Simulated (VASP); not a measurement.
# KF (R-3m) in VASP: a series of runs

KF is run at these levels: PBE; tasks: single point.

All numbers are computed with VASP 6.6.1; they aren't measurements. Logs are shortened: lines on timing, memory, paths and dates and some standing lists are left out, and cuts for length are marked.

## (1) The cell of the first run

It takes space group R-3m (No. 166, trigonal). The conventional cell has a = 3.915 Å, b = 3.915 Å, c = 9.288 Å, α = 90.00°, β = 90.00°, γ = 120.00°. K (site symmetry -3m) has 6 F at 2.74 Å within 3.6 Å. F (site symmetry -3m) has 6 K at 2.74 Å within 3.6 Å.

## (2) Single point, PBE (20.55 Å³/atom)

INCAR

```
SYSTEM = KF
  PREC = Accurate
  ENCUT = 520
  EDIFF = 1E-6
  ISMEAR = 0
  SIGMA = 0.05
  LREAL = .False.
  LASPH = .True.
  NELM = 100
  ALGO = Normal
  ISIF = 2
  LWAVE = .False.
  LCHARG = .True.
  GGA = PE
  LELF = .True.
  LVHAR = .True.
  NBANDS = 15
```

KPOINTS

```
Automatic mesh
0
Gamma
  8 8 8
  0 0 0
```

POSCAR

```
KF
1.0
   -0.0583260090      2.7103136579      2.7103136579
    2.7103136579     -0.0583260090      2.7103136579
    2.7103136579      2.7103136579     -0.0583260090
K F
1 1
Direct
    0.0000000000      0.0000000000      0.0000000000
    0.5000000000      0.5000000000      0.5000000000
```

Potentials or basis: VASP PAW PBE potentials, release 64 (K_sv, F).

The run is started by

```bash
$ cat potpaw_PBE.64/K_sv/POTCAR potpaw_PBE.64/F/POTCAR > POTCAR
$ mpirun -np 1 vasp_std > vasp.out
```

OUTCAR:

```text
SYSTEM = KF
   PREC = Accurate
   ENCUT = 520
   EDIFF = 1E-6
   ISMEAR = 0
   LREAL = .False.
   LASPH = .True.
   NELM = 100
   ISIF = 2
   GGA = PE

 ion  position               nearest neighbor table
   1  0.000  0.000  0.000-   2 2.74   2 2.74   2 2.74   2 2.74   2 2.74   2 2.74
   2  0.500  0.500  0.500-   1 2.74   1 2.74   1 2.74   1 2.74   1 2.74   1 2.74

  LATTYP: Found a trigonal (rhomboedric) cell.
 ALAT       =     3.8334060797
 COS(alpha) =     0.4783692091

  Lattice vectors:

 A1 = (  -0.0583260090,   2.7103136579,   2.7103136579)
 A2 = (   2.7103136579,  -0.0583260090,   2.7103136579)
 A3 = (   2.7103136579,   2.7103136579,  -0.0583260090)

Analysis of symmetry for initial positions (statically):
=====================================================================
 Subroutine PRICEL returns:
 Original cell was already a primitive cell.

 Routine SETGRP: Setting up the symmetry group for a
 trigonal (rhombohedral) supercell.

 Subroutine GETGRP returns: Found 12 space group operations
 (whereof 12 operations were pure point group operations)
 out of a pool of 12 trial point group operations.

The static configuration has the point symmetry D_3d.

Analysis of symmetry for dynamics (positions and initial velocities):
=====================================================================
 Subroutine PRICEL returns:
 Original cell was already a primitive cell.

 Routine SETGRP: Setting up the symmetry group for a
 trigonal (rhombohedral) supercell.

 Subroutine GETGRP returns: Found 12 space group operations
 (whereof 12 operations were pure point group operations)
 out of a pool of 12 trial point group operations.

The dynamic configuration has the point symmetry D_3d.

 Subroutine INISYM returns: Found 12 space group operations
 (whereof 12 operations are pure point group operations),
 and found     1 'primitive' translations

----------------------------------------------------------------------------------------

                                     Primitive cell

  volume of cell :      41.1040

  direct lattice vectors                    reciprocal lattice vectors
    -0.058326009  2.710313658  2.710313658    -0.178629773  0.182558435  0.182558435
     2.710313658 -0.058326009  2.710313658     0.182558435 -0.178629773  0.182558435
     2.710313658  2.710313658 -0.058326009     0.182558435  0.182558435 -0.178629773

  length of vectors
     3.833406080  3.833406080  3.833406080     0.313948658  0.313948658  0.313948658

  position of ions in fractional coordinates (direct lattice)
     0.000000000  0.000000000  0.000000000
     0.500000000  0.500000000  0.500000000

  ion indices of the primitive-cell ions
   primitive index   ion index
                 1           1
                 2           2

----------------------------------------------------------------------------------------

 KPOINTS: Automatic mesh

Automatic generation of k-mesh.
 Grid dimensions read from file:
 generate k-points for:    8    8    8

 Generating k-lattice:

  Cartesian coordinates                     Fractional coordinates (reciprocal lattice)
    -0.022328722  0.022819804  0.022819804     0.125000000  0.000000000  0.000000000
     0.022819804 -0.022328722  0.022819804     0.000000000  0.125000000  0.000000000
     0.022819804  0.022819804 -0.022328722     0.000000000  0.000000000  0.125000000

  Length of vectors
     0.039243582  0.039243582  0.039243582

  Shift w.r.t. Gamma in fractional coordinates (k-lattice)
     0.000000000  0.000000000  0.000000000

 Subroutine IBZKPT returns following result:
 ===========================================

 Found     65 irreducible k-points:

 Following reciprocal coordinates:
            Coordinates               Weight
  0.000000  0.000000  0.000000      1.000000
  0.125000  0.000000  0.000000      6.000000
  0.250000  0.000000  0.000000      6.000000
  0.375000  0.000000 -0.000000      6.000000
  0.500000  0.000000  0.000000      3.000000
  0.125000  0.125000 -0.000000      6.000000
[... 16 lines left out ...]
  0.250000  0.125000  0.125000      6.000000
  0.375000  0.125000  0.125000      6.000000
 [... further k-points ...]
   k-points           NKPTS =     65   k-points in BZ     NKDIM =     65   number of bands    NBANDS=     15
   number of dos      NEDOS =    301   number of ions     NIONS =      2
   total plane-waves  NPLWV =  27000
   dimension x,y,z NGX =    30 NGY =   30 NGZ =   30
   dimension x,y,z NGXF=    60 NGYF=   60 NGZF=   60
   ions per type =               1   1
   NGX,Y,Z   is equivalent  to a cutoff of  13.01, 13.01, 13.01 a.u.
   NGXF,Y,Z  is equivalent  to a cutoff of  26.02, 26.02, 26.02 a.u.
 SYSTEM =  KF
   PREC   = accura    normal or accurate (medium, high low for compatibility)
   ISTART =      0    job   : 0-new  1-cont  2-samecut
   ICHARG =      2    charge: 1-file 2-atom 10-const
   ISPIN  =      1    spin polarized calculation?
   LNONCOLLINEAR =      F non collinear calculations
   LSORBIT =      F    spin-orbit coupling
   LASPH  =      T    aspherical Exc in radial PAW
   ENCUT  =  520.0 eV  38.22 Ry    6.18 a.u.   7.13  7.13  7.13*2*pi/ulx,y,z
   NELM   =    100;   NELMIN=  2; NELMDL= -5     # of ELM steps
   EDIFF  = 0.1E-05   stopping-criterion for ELM
   LREAL  =      F    real-space projection
   EDIFFG = 0.1E-04   stopping-criterion for IOM
   NSW    =      0    number of steps for IOM
   IBRION =     -1    ionic relax: 0-MD 1-quasi-New 2-CG
   NFREE  =      0    steps in history (QN), initial steepest desc. (CG)
   ISIF   =      2    stress and relaxation
   ISYM   =      2    0-nonsym 1-usesym 2-fastsym
   POTIM  = 0.5000    time-step for ionic-motion
   TEBEG  =    0.0;   TEEND  =   0.0 temperature during run
   PSTRESS=    0.0 pullay stress
   NELECT =      16.0000    total number of electrons
   NUPDOWN=      -1.0000    fix difference up-down
   EMIN   =  10.00;   EMAX   =-10.00  energy-range for DOS
   EFERMI =   0.00;   METHOD = LEGACY
   ISMEAR =     0;   SIGMA  =   0.05  broadening in eV -4-tet -1-fermi 0-gaus
   EFERMI_NEDOS =   21; number of points for ismear=-14 and -15
   IALGO  =     38    algorithm
   IMIX   =      4    mixing-type and parameters
     AMIX     =   0.40;   BMIX     =  1.00
     AMIX_MAG =   1.60;   BMIX_MAG =  1.00
  volume/ion in A,a.u.               =      20.55       138.69
  Fermi-wavevector in a.u.,A,eV,Ry     =   1.195327  2.258841 19.440100  1.428807
  Thomas-Fermi vector in A             =   2.331295
   LORBIT       =      0    0 simple, 1 ext, 2 COOP (PROOUT), +10 PAW based schemes
   GGA     = PE    functional components
   LHFCALC =     F    Hartree Fock is set to
   AEXX    =    0.0000 exact exchange contribution
   IVDW    =     0    specifies the selected vdW correction
   LEPSILON=     F    determine dielectric tensor
   LRPA    =     F    only Hartree local field effects (RPA)
 non-spin polarized calculation
 Gauss-broadening in eV      SIGMA  =   0.05
  energy-cutoff  :      520.00
  volume of cell :       41.10
 maximum number of plane-waves:      1137
 NGX is ok and might be reduce to    30
   NGX = 15   NGY = 15   NGZ = 15

 number of electron      15.9999995 magnetization

 Free energy of the ion-electron system (eV)
  ---------------------------------------------------
  ext. energy  EPLUGINS =         0.00000000
  ---------------------------------------------------
  free energy    TOTEN  =        -8.29494783 eV

  energy without entropy =       -8.29494783  energy(sigma->0) =       -8.29494783

 E-fermi :  -2.7491     XC(G=0):  -8.0722

 val. band max:       -2.9664489738   @ k =   0.0000   0.0000   0.0000
 cond. band min:       2.7991820143   @ k =   0.0000   0.0000   0.0000
 fundamental gap:      5.7656309881
 Fermi energy:        -2.7490890770

 k-point     1 :       0.0000    0.0000    0.0000
  band No.  band energies     occupation
      1     -29.3481      2.00000
      2     -21.6047      2.00000
      3     -12.6477      2.00000
      4     -12.6477      2.00000
      5     -12.6415      2.00000
      6      -2.9973      2.00000
      7      -2.9973      2.00000
      8      -2.9664      2.00000
      9       2.7992      0.00000
     10       7.3691      0.00000
     11       7.3691      0.00000
     12       7.6806      0.00000
     13       9.0568      0.00000
     14       9.0568      0.00000
     15      13.4520      0.00000

 k-point     2 :       0.1250    0.0000    0.0000
  band No.  band energies     occupation
      1     -29.3388      2.00000
      2     -21.6130      2.00000
      3     -12.6802      2.00000
      4     -12.6510      2.00000
      5     -12.6476      2.00000
      6      -3.1192      2.00000
      7      -3.0412      2.00000
      8      -3.0108      2.00000
      9       3.1988      0.00000
     10       7.1725      0.00000
     11       7.5508      0.00000
     12       7.8431      0.00000
     13       9.1803      0.00000
     14       9.1852      0.00000
     15      14.1200      0.00000

 k-point     3 :       0.2500    0.0000    0.0000
  band No.  band energies     occupation
      1     -29.3161      2.00000
      2     -21.6330      2.00000
      3     -12.7605      2.00000
      4     -12.6600      2.00000
      5     -12.6589      2.00000
      6      -3.3846      2.00000
      7      -3.1453      2.00000
      8      -3.1091      2.00000
      9       4.2113      0.00000
     10       6.8422      0.00000
     11       7.9977      0.00000
     12       8.2979      0.00000
     13       9.5713      0.00000
     14       9.5973      0.00000
     15      14.8412      0.00000
[... 343 lines left out ...]
 k-point    23 :       0.2500    0.1250    0.1250
  band No.  band energies     occupation
      1     -29.3234      2.00000
      2     -21.6220      2.00000
      3     -12.7223      2.00000
      4     -12.6951      2.00000
      5     -12.6459      2.00000
      6      -3.2877      2.00000
      7      -3.1356      2.00000
      8      -3.0250      2.00000
      9       3.8201      0.00000
     10       6.9205      0.00000
     11       7.8006      0.00000
     12       8.1519      0.00000
     13       9.3201      0.00000
     14       9.3822      0.00000
     15      15.0630      0.00000

 k-point    24 :       0.3750    0.1250    0.1250
  band No.  band energies     occupation
      1     -29.3009      2.00000
      2     -21.6385      2.00000
      3     -12.8007      2.00000
      4     -12.7286      2.00000
      5     -12.6540      2.00000
      6      -3.4961      2.00000
      7      -3.2337      2.00000
      8      -3.0882      2.00000
      9       4.8583      0.00000
     10       6.6383      0.00000
     11       8.2836      0.00000
     12       8.5486      0.00000
     13       9.6686      0.00000
     14      10.0714      0.00000
     15      14.2437      0.00000

 [... further k-points ...]

------------------------ aborting loop because EDIFF is reached ----------------------------------------

  FORCE on cell =-STRESS in cart. coord.  units (eV):
  Direction    XX          YY          ZZ          XY          YZ          ZX
  --------------------------------------------------------------------------------------
  -------------------------------------------------------------------------------------
  Total       -0.2236846     -0.2236846     -0.2236846      0.0706502      0.0706502      0.0706502
  in kB       -8.7189184     -8.7189184     -8.7189184      2.7538470      2.7538470      2.7538470
  external PRESSURE =      -8.7189184 kB  Pullay stress =       0.0000000 kB

 VOLUME and BASIS-vectors are now :
 -----------------------------------------------------------------------------
  energy-cutoff  :      520.00
  volume of cell :       41.10
      direct lattice vectors                 reciprocal lattice vectors
    -0.058326009  2.710313658  2.710313658    -0.178629773  0.182558435  0.182558435
     2.710313658 -0.058326009  2.710313658     0.182558435 -0.178629773  0.182558435
     2.710313658  2.710313658 -0.058326009     0.182558435  0.182558435 -0.178629773

 POSITION                                       TOTAL-FORCE (eV/Angst)
 -----------------------------------------------------------------------------------
      0.00000      0.00000      0.00000        -0.000000      0.000000     -0.000000
      2.68115      2.68115      2.68115         0.000000     -0.000000      0.000000
 -----------------------------------------------------------------------------------
    total drift:                                0.000000      0.000000      0.000000

  FREE ENERGIE OF THE ION-ELECTRON SYSTEM (eV)
  ---------------------------------------------------
  free  energy   TOTEN  =        -8.2949478333 eV

  energy  without entropy=       -8.2949478333  energy(sigma->0) =       -8.29494783
```

Wall time 69 s (1 thread of Intel Xeon 8259CL, shared host); peak memory 0.19 GiB.

What came out:

```
Free energy            : -8.2949 eV
Pressure               : -0.9 GPa
Band gap on the k mesh : 5.77 eV
```

Levels at points of the mesh, in eV from the valence-band top:
```
           k point  band 6  band 7  band 8  band 9  band 10  band 11
(0.00, 0.00, 0.00)   -0.03   -0.03    0.00    5.77    10.34    10.34
(0.50, 0.00, 0.00)   -0.74   -0.32   -0.28    8.70    10.01    11.54
(0.50, 0.50, 0.00)   -0.26   -0.10   -0.08    8.10     9.86    11.21
(0.50, 0.50, 0.50)   -0.73   -0.34   -0.34    8.81    10.13    11.72
```

A k mesh can miss the band edges. PBE gaps usually lie below the measured ones, often by a third to a half.

[end of part 1 of 2]
